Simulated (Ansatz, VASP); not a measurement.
Two plane-wave programs on EuOs

File INCAR:

```
PREC = Accurate
ENCUT = 520
EDIFF = 1E-6
ISMEAR = 0
SIGMA = 0.05
LREAL = F
LASPH = T
NELM = 150
ALGO = Normal
ISIF = 2
LWAVE = F
LCHARG = F
ISPIN = 2
MAGMOM = 7.01 0
LORBIT = 11
LMAXMIX = 6
GGA = PE
NBANDS = 24
```

The input KPOINTS:

```
regular mesh
0
Gamma
  10 10 10
```

File POSCAR:

```
EuOs
1.0
    3.4789827694      0.0000000000      0.0000000000
    0.0000000000      3.4789827694      0.0000000000
    0.0000000000      0.0000000000      3.4789827694
Eu Os
1 1
Direct
    0.0000000000      0.0000000000      0.0000000000
    0.5000000000      0.5000000000      0.5000000000
```

Input for Ansatz:

```yaml
crystal:
  lattice:
    - [3.4789827694, 0.0, 0.0]
    - [0.0, 3.4789827694, 0.0]
    - [0.0, 0.0, 3.4789827694]
  atoms:
    - { symbol: Eu, position: [0.0, 0.0, 0.0], spin: 7.01 }
    - { symbol: Os, position: [0.5, 0.5, 0.5] }
basis:
  ecutwfc: 420
  ecutrho_ratio: 4
kpoints:
  mp_grid: { grid: [10, 10, 10] }
hamiltonian:
  xc: pbe
scf:
  occupations: { method: gaussian, width: 0.05 }
output:
  forces: true
  stress: true
  eigenvalues: true
  populations: true
magnetization:
  spin_polarized: true
```

Alike in both runs: task single point; functional PBE; k mesh 10 × 10 × 10; occupations gaussian, width 0.05 eV; collinear spin.

```csv
,VASP,Ansatz
version,VASP 6.6.1,Ansatz 0.2.0
potentials or method,"VASP PAW PBE potentials, release 64 (Eu, Os), cutoff 520 eV","scalar-relativistic, plane waves, PAW"
valence electrons in the cell,25,33
```

VASP gave:

```
gap on the k mesh at the Fermi level (eV)                     : none
pressure (GPa)                                                : -1.7
net moment per atom (μB)                                      : 2.88
size of the moment on the site where the two differ most (μB) : 6.27
```

What did Ansatz give for the same quantities?

gap on the k mesh at the Fermi level (eV): none; pressure (GPa): -1.9; net moment per atom (μB): 2.88; size of the moment on the site where the two differ most (μB): 6.39.

Site moments also hang on the region over which each program counts them. A gap of «none» marks a metal or a gap that the smearing closes. VASP's potentials hold 25 valence electrons a cell and Ansatz's 33, so a difference there can come from the potentials and not from the codes. Ansatz's warnings: given moment on shells.

Spin-orbit coupling is off throughout.
